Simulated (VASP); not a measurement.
# NiO in VASP: notebook

NiO is run at these levels: LDA; tasks: electric field gradients, single point.

Everything below comes from runs of VASP 6.6.1. Logs are shortened: lines on timing, memory, paths and dates and some standing lists are left out, and cuts for length are marked.

## Step 1: The cell of the first run

It takes space group R-3m (No. 166, trigonal). Conventional cell: a = 2.943 Å, b = 2.943 Å, c = 7.317 Å, α = 90.00°, β = 90.00°, γ = 120.00°. Ni (site symmetry -3m) has 6 O at 2.09 Å within 2.8 Å. O (site symmetry -3m) has 6 Ni at 2.09 Å within 2.8 Å.

## Step 2: Electric field gradients, LDA, collinear spin, ferromagnetic start (equal xy, yz and zx shear strains of +1 %)

Contents of INCAR:

```
ALGO     = Normal         # electronic algorithm
EDIFF    = 1E-8           # SCF threshold, eV
ENCUT    = 520            # plane-wave cutoff, eV
GGA      = CA             # functional
ISIF     = 2              # what is computed and relaxed
ISMEAR   = -1             # smearing method
ISPIN    = 2              # spin polarisation
LASPH    = True           # aspherical terms in the spheres
LCHARG   = False          # write CHGCAR
LEFG     = True         
LMAXMIX  = 4              # l up to which the mixer works
LORBIT   = 11             # projections on sites
LREAL    = False          # projectors in reciprocal space
LWAVE    = False          # write WAVECAR
MAGMOM   = 1.5 0          # initial moments
NBANDS   = 19             # bands
NELM     = 150            # most SCF steps
PREC     = Accurate       # precision mode
SIGMA    = 0.03           # smearing width, eV
```

Contents of KPOINTS:

```
k-points
0
Gamma
  17 17 17
```

Contents of POSCAR:

```
NiO
1.0
    0.0209131000      2.1017665500      2.1017665500
    2.1017665500      0.0209131000      2.1017665500
    2.1017665500      2.1017665500      0.0209131000
Ni O
1 1
Direct
    0.0000000000      0.0000000000      0.0000000000
    0.5000000000      0.5000000000      0.5000000000
```

Potentials or basis: VASP PAW LDA potentials, release 64 (Ni, O).

Started as:

```
> cat potpaw_LDA.64/Ni/POTCAR potpaw_LDA.64/O/POTCAR > POTCAR
> mpirun -np 1 vasp_std > vasp.out
```

OUTCAR:

```text
EDIFF = 1E-8
   ENCUT = 520
   GGA = CA
   ISIF = 2
   ISMEAR = -1
   ISPIN = 2
   LASPH = True
   LORBIT = 11
   LREAL = False
   NELM = 150
   PREC = Accurate

 ion  position               nearest neighbor table
   1  0.000  0.000  0.000-   2 2.09   2 2.09   2 2.09   2 2.09   2 2.09   2 2.09
   2  0.500  0.500  0.500-   1 2.09   1 2.09   1 2.09   1 2.09   1 2.09   1 2.09

  LATTYP: Found a trigonal (rhomboedric) cell.
 ALAT       =     2.9724203302
 COS(alpha) =     0.5099250056

  Lattice vectors:

 A1 = (   0.0209131000,   2.1017665500,   2.1017665500)
 A2 = (   2.1017665500,   0.0209131000,   2.1017665500)
 A3 = (   2.1017665500,   2.1017665500,   0.0209131000)

Analysis of symmetry for initial positions (statically):
=====================================================================
 Subroutine PRICEL returns:
 Original cell was already a primitive cell.

 Routine SETGRP: Setting up the symmetry group for a
 trigonal (rhombohedral) supercell.

 Subroutine GETGRP returns: Found 12 space group operations
 (whereof 12 operations were pure point group operations)
 out of a pool of 12 trial point group operations.

The static configuration has the point symmetry D_3d.

Analysis of symmetry for dynamics (positions and initial velocities):
=====================================================================
 Subroutine PRICEL returns:
 Original cell was already a primitive cell.

 Routine SETGRP: Setting up the symmetry group for a
 trigonal (rhombohedral) supercell.

 Subroutine GETGRP returns: Found 12 space group operations
 (whereof 12 operations were pure point group operations)
 out of a pool of 12 trial point group operations.

The dynamic configuration has the point symmetry D_3d.

Analysis of structural, dynamic, and magnetic symmetry:
=====================================================================
 Subroutine PRICEL returns:
 Original cell was already a primitive cell.

 Routine SETGRP: Setting up the symmetry group for a
 trigonal (rhombohedral) supercell.

 Subroutine GETGRP returns: Found 12 space group operations
 (whereof 12 operations were pure point group operations)
 out of a pool of 12 trial point group operations.

The overall configuration has the point symmetry D_3d.

 Subroutine INISYM returns: Found 12 space group operations
 (whereof 12 operations are pure point group operations),
 and found     1 'primitive' translations

----------------------------------------------------------------------------------------

                                     Primitive cell

  volume of cell :      18.2916

  direct lattice vectors                    reciprocal lattice vectors
     0.020913100  2.101766550  2.101766550    -0.241475558  0.239096488  0.239096488
     2.101766550  0.020913100  2.101766550     0.239096488 -0.241475558  0.239096488
     2.101766550  2.101766550  0.020913100     0.239096488  0.239096488 -0.241475558

  length of vectors
     2.972420330  2.972420330  2.972420330     0.415505363  0.415505363  0.415505363

  position of ions in fractional coordinates (direct lattice)
     0.000000000  0.000000000  0.000000000
     0.500000000  0.500000000  0.500000000

  ion indices of the primitive-cell ions
   primitive index   ion index
                 1           1
                 2           2

----------------------------------------------------------------------------------------

 KPOINTS: k-points

Automatic generation of k-mesh.
 Grid dimensions read from file:
 generate k-points for:   17   17   17

 Generating k-lattice:

  Cartesian coordinates                     Fractional coordinates (reciprocal lattice)
    -0.014204445  0.014064499  0.014064499     0.058823529  0.000000000  0.000000000
     0.014064499 -0.014204445  0.014064499     0.000000000  0.058823529  0.000000000
     0.014064499  0.014064499 -0.014204445     0.000000000  0.000000000  0.058823529

  Length of vectors
[... 54 lines left out ...]
   NELM   =    150;   NELMIN=  2; NELMDL= -5     # of ELM steps
   EDIFF  = 0.1E-07   stopping-criterion for ELM
   LREAL  =      F    real-space projection
   EDIFFG = 0.1E-06   stopping-criterion for IOM
   NSW    =      0    number of steps for IOM
   IBRION =     -1    ionic relax: 0-MD 1-quasi-New 2-CG
   NFREE  =      0    steps in history (QN), initial steepest desc. (CG)
   ISIF   =      2    stress and relaxation
   ISYM   =      2    0-nonsym 1-usesym 2-fastsym
   POTIM  = 0.5000    time-step for ionic-motion
   TEBEG  =    0.0;   TEEND  =   0.0 temperature during run
   PSTRESS=    0.0 pullay stress
   NELECT =      16.0000    total number of electrons
   NUPDOWN=      -1.0000    fix difference up-down
   EMIN   =  10.00;   EMAX   =-10.00  energy-range for DOS
   EFERMI =   0.00;   METHOD = LEGACY
   ISMEAR =    -1;   SIGMA  =   0.03  broadening in eV -4-tet -1-fermi 0-gaus
   EFERMI_NEDOS =   21; number of points for ismear=-14 and -15
   IALGO  =     38    algorithm
   IMIX   =      4    mixing-type and parameters
     AMIX     =   0.40;   BMIX     =  1.00
     AMIX_MAG =   1.60;   BMIX_MAG =  1.00
  volume/ion in A,a.u.               =       9.15        61.72
  Fermi-wavevector in a.u.,A,eV,Ry     =   1.565659  2.958667 33.351808  2.451289
  Thomas-Fermi vector in A             =   2.668103
   LORBIT       =     11    0 simple, 1 ext, 2 COOP (PROOUT), +10 PAW based schemes
   GGA     = CA    functional components
   LHFCALC =     F    Hartree Fock is set to
   AEXX    =    0.0000 exact exchange contribution
   IVDW    =     0    specifies the selected vdW correction
   LEPSILON=     F    determine dielectric tensor
   LRPA    =     F    only Hartree local field effects (RPA)
 spin polarized calculation
  energy-cutoff  :      520.00
  volume of cell :       18.29
 maximum number of plane-waves:       531
 NGX is ok and might be reduce to    24
   NGX = 11   NGY = 11   NGZ = 11

 number of electron      16.0000004 magnetization       0.0003434

 number of electron      16.0000004 magnetization      -0.0001507

 Free energy of the ion-electron system (eV)
  ---------------------------------------------------
  ext. energy  EPLUGINS =         0.00000000
  ---------------------------------------------------
  free energy    TOTEN  =       -13.27082577 eV

  energy without entropy =      -13.26466229  energy(sigma->0) =      -13.26774403

 E-fermi :   7.4076     XC(G=0): -13.1483

 val. band max:        7.4067726818   @ k =  -0.4118  -0.4118   0.3529
 cond. band min:       7.4090906336   @ k =  -0.4118  -0.4706   0.2353
 fundamental gap:      0.0023179518
 Fermi energy:         7.4075864929

 spin component 1

 k-point     1 :       0.0000    0.0000    0.0000
  band No.  band energies     occupation
      1     -12.6643      1.00000
      2       4.3039      1.00000
      3       4.4095      1.00000
      4       4.4095      1.00000
      5       5.6009      1.00000
      6       5.6647      1.00000
[... 517 lines left out ...]
     18      35.4171      0.00000
     19      36.7961      0.00000

 [... further k-points ...]

 spin component 2

 k-point     1 :       0.0000    0.0000    0.0000
  band No.  band energies     occupation
      1     -12.6643      1.00000
      2       4.3039      1.00000
      3       4.4095      1.00000
      4       4.4095      1.00000
      5       5.6008      1.00000
      6       5.6646      1.00000
[... 517 lines left out ...]
     18      35.4171      0.00000
     19      36.7961      0.00000

 [... further k-points ...]
[... 5 lines left out ...]
  --------------------------------------------------------------------------------------
  -------------------------------------------------------------------------------------
  Total       -2.3996553     -2.3996553     -2.3996553     -0.0536727     -0.0536727     -0.0536727
  in kB     -210.1873945   -210.1873945   -210.1873945     -4.7012234     -4.7012234     -4.7012234
  external PRESSURE =    -210.1873945 kB  Pullay stress =       0.0000000 kB

 VOLUME and BASIS-vectors are now :
 -----------------------------------------------------------------------------
  energy-cutoff  :      520.00
  volume of cell :       18.29
      direct lattice vectors                 reciprocal lattice vectors
     0.020913100  2.101766550  2.101766550    -0.241475558  0.239096488  0.239096488
     2.101766550  0.020913100  2.101766550     0.239096488 -0.241475558  0.239096488
     2.101766550  2.101766550  0.020913100     0.239096488  0.239096488 -0.241475558

 POSITION                                       TOTAL-FORCE (eV/Angst)
 -----------------------------------------------------------------------------------
      0.00000      0.00000      0.00000         0.000000     -0.000000     -0.000000
      2.11222      2.11222      2.11222        -0.000000      0.000000      0.000000
 -----------------------------------------------------------------------------------
    total drift:                                0.000000     -0.000000     -0.000000

  FREE ENERGIE OF THE ION-ELECTRON SYSTEM (eV)
  ---------------------------------------------------
  free  energy   TOTEN  =       -13.2708257676 eV

  energy  without entropy=      -13.2646622895  energy(sigma->0) =      -13.26774403

 Electric field gradients (V/A^2)
---------------------------------------------------------------------
 ion       V_xx      V_yy      V_zz      V_xy      V_xz      V_yz
---------------------------------------------------------------------
   1      -0.000    -0.000     0.000     1.111     1.111     1.111
   2      -0.000     0.000    -0.000     1.838     1.838     1.838
---------------------------------------------------------------------

 Electric field gradients after diagonalization (V/A^2)
 (convention: |V_zz| > |V_xx| > |V_yy|)
----------------------------------------------------------------------
 ion       V_xx      V_yy      V_zz     asymmetry (V_yy - V_xx)/ V_zz
----------------------------------------------------------------------
   1      -1.111    -1.111     2.221       0.000
   2      -1.838    -1.838     3.676       0.000
----------------------------------------------------------------------

           NMR quadrupolar parameters

 Cq : quadrupolar parameter    Cq=e*Q*V_zz/h
 eta: asymmetry parameters     (V_yy - V_xx)/ V_zz
 Q  : nuclear electric quadrupole moment in mb (millibarn)
----------------------------------------------------------------------
 ion       Cq(MHz)       eta       Q (mb)
----------------------------------------------------------------------
   1       0.005       0.000       1.000
   2       0.009       0.000       1.000
----------------------------------------------------------------------

 total charge

# of ion       s       p       d       tot
------------------------------------------
    1        0.329   0.390   8.356   9.075
    2        1.562   3.330   0.000   4.892
--------------------------------------------------
tot          1.891   3.720   8.356  13.966

 magnetization (x)

# of ion       s       p       d       tot
------------------------------------------
    1       -0.000  -0.000  -0.000  -0.000
    2       -0.000  -0.000   0.000  -0.000
--------------------------------------------------
tot         -0.000  -0.000  -0.000  -0.000
```

Run time: 8.3 min. Hardware: 1 thread of Intel Xeon 8259CL, shared host; peak memory 0.36 GiB.

What came out:

```
Free energy                                           : -13.2708 eV
Pressure                                              : -21.0 GPa
Band gap on the k mesh                                : zero (filled and empty bands overlap)
Net moment                                            : 0.00 μB per cell
Largest electric field gradient by atom               : Ni +2.2; O +3.7 V/Å²
Valence electrons inside the program's atomic spheres : Ni 9.07; O 4.89
```

Stress tensor (GPa, compression positive):
```
-21.02  -0.47  -0.47
 -0.47 -21.02  -0.47
 -0.47  -0.47 -21.02
```

Electric field gradients, principal values (V/Å²):
```
atom   least  middle  greatest (by size)
1 Ni  -1.111  -1.111               2.221
 2 O  -1.838  -1.838               3.676
```

Caveat: the cell differs from its parent crystal (equal xy, yz and zx shear strains of +1 %); the cell stands under tension; the moments typed at the start vanished in this run; without QUAD_EFG the Cq values of the log hold for a quadrupole moment of 1 mb, not for the nuclei; semilocal functionals often make such compounds metallic where correlation or magnetic order opens a gap, which also shifts bond lengths.

## Step 3: Electric field gradients, LDA, collinear spin, ferromagnetic start (equal xy, yz and zx shear strains of +1 %)

Contents of INCAR:

```
SYSTEM = NiO
PREC = Accurate
ENCUT = 520
EDIFF = 1E-8
ISMEAR = -1
SIGMA = 0.03
LREAL = .False.
LASPH = .True.
NELM = 150
ALGO = Normal
ISIF = 2
LWAVE = .False.
LCHARG = .False.
ISPIN = 2
MAGMOM = 1.5 0
LORBIT = 11
LMAXMIX = 4
GGA = CA
LEFG = .True.
NBANDS = 19
```

Contents of KPOINTS:

```
Automatic mesh
0
Gamma
  17 17 17
  0 0 0
```

POSCAR is that of step 2.

Potentials or basis: VASP PAW LDA potentials, release 64 (Ni, O).

Started as:

```
> cat potpaw_LDA.64/Ni/POTCAR potpaw_LDA.64/O/POTCAR > POTCAR
> mpirun -np 1 vasp_std > vasp.out
```

OUTCAR:

```text
SYSTEM = NiO
   PREC = Accurate
   ENCUT = 520
   EDIFF = 1E-8
   ISMEAR = -1
   LREAL = .False.
   LASPH = .True.
   NELM = 150
   ISIF = 2
   ISPIN = 2
   LORBIT = 11
   GGA = CA

 ion  position               nearest neighbor table
   1  0.000  0.000  0.000-   2 2.09   2 2.09   2 2.09   2 2.09   2 2.09   2 2.09
   2  0.500  0.500  0.500-   1 2.09   1 2.09   1 2.09   1 2.09   1 2.09   1 2.09

  LATTYP: Found a trigonal (rhomboedric) cell.
 ALAT       =     2.9724203302
 COS(alpha) =     0.5099250056

  Lattice vectors:

 A1 = (   0.0209131000,   2.1017665500,   2.1017665500)
 A2 = (   2.1017665500,   0.0209131000,   2.1017665500)
[... 1302 lines left out ...]

 Electric field gradients after diagonalization (V/A^2)
 (convention: |V_zz| > |V_xx| > |V_yy|)
----------------------------------------------------------------------
 ion       V_xx      V_yy      V_zz     asymmetry (V_yy - V_xx)/ V_zz
----------------------------------------------------------------------
   1      -1.111    -1.111     2.221       0.000
   2      -1.838    -1.838     3.676       0.000
----------------------------------------------------------------------

           NMR quadrupolar parameters

 Cq : quadrupolar parameter    Cq=e*Q*V_zz/h
 eta: asymmetry parameters     (V_yy - V_xx)/ V_zz
 Q  : nuclear electric quadrupole moment in mb (millibarn)
----------------------------------------------------------------------
 ion       Cq(MHz)       eta       Q (mb)
----------------------------------------------------------------------
   1       0.005       0.000       1.000
   2       0.009       0.000       1.000
----------------------------------------------------------------------

 total charge

# of ion       s       p       d       tot
------------------------------------------
    1        0.329   0.390   8.356   9.075
    2        1.562   3.330   0.000   4.892
--------------------------------------------------
tot          1.891   3.720   8.356  13.966

 magnetization (x)

# of ion       s       p       d       tot
------------------------------------------
    1       -0.000  -0.000  -0.000  -0.000
    2       -0.000  -0.000   0.000  -0.000
--------------------------------------------------
tot         -0.000  -0.000  -0.000  -0.000
```

OSZICAR:

```text
N       E                     dE             d eps       ncg     rms          rms(c)
DAV:   1     0.818256591984E+02    0.81826E+02   -0.70311E+03 39894   0.104E+03
DAV:   2    -0.103685272927E+02   -0.92194E+02   -0.80423E+02 38505   0.235E+02
DAV:   3    -0.154786810208E+02   -0.51102E+01   -0.48539E+01 42510   0.558E+01
DAV:   4    -0.155255637974E+02   -0.46883E-01   -0.46818E-01 41345   0.518E+00
[... 14 lines left out ...]
DAV:  19    -0.132708248562E+02   -0.30116E-04   -0.17637E-04 42752   0.231E-01    0.665E-03
DAV:  20    -0.132708258233E+02   -0.96712E-06   -0.10051E-05 53947   0.404E-02    0.644E-03
DAV:  21    -0.132708255491E+02    0.27417E-06   -0.19307E-06 49724   0.208E-02    0.252E-03
DAV:  22    -0.132708257664E+02   -0.21727E-06   -0.14010E-06 42701   0.205E-02    0.118E-03
DAV:  23    -0.132708257676E+02   -0.12412E-08   -0.55170E-08 50730   0.256E-03
   1 F= -.13270826E+02 E0= -.13267744E+02  d E =-.616348E-02  mag=     0.0001
```

stdout:

```text
POSCAR found type information on POSCAR NiO
 POSCAR found :  2 types and       2 ions
 scaLAPACK will be used
 LDA part: xc-table for (Slater(with rela. corr.)+CA(PZ))
 , standard interpolation
 POSCAR, INCAR and KPOINTS ok, starting setup
 FFT: planning ... GRIDC
 FFT: planning ... GRID_SOFT
 FFT: planning ... GRID
 WAVECAR not read
 entering main loop
ion   1

ion   2
```

Wall time 8.8 min (1 thread of Intel Xeon Platinum 8259CL at 2.50GHz (Skylake/Cascade Lake), shared host); peak memory 0.36 GiB.

Results:

* Free energy: -13.2708 eV
* Pressure: -21.0 GPa
* Band gap on the k mesh: zero (filled and empty bands overlap)
* Net moment: 0.00 μB per cell
* Largest electric field gradient by atom: Ni +2.2; O +3.7 V/Å²
* Valence electrons inside the program's atomic spheres: Ni 9.07; O 4.89

Electric field gradients, principal values (V/Å²):
| atom | least | middle | greatest (by size) |
| --- | --- | --- | --- |
| 1 Ni | -1.111 | -1.111 | 2.221 |
| 2 O | -1.838 | -1.838 | 3.676 |

Caveat: the cell differs from its parent crystal (equal xy, yz and zx shear strains of +1 %); the cell stands under tension; the moments typed at the start vanished in this run; without QUAD_EFG the Cq values of the log hold for a quadrupole moment of 1 mb, not for the nuclei; semilocal functionals often make such compounds metallic where correlation or magnetic order opens a gap, which also shifts bond lengths.

(Continued in part 2 of 2.)
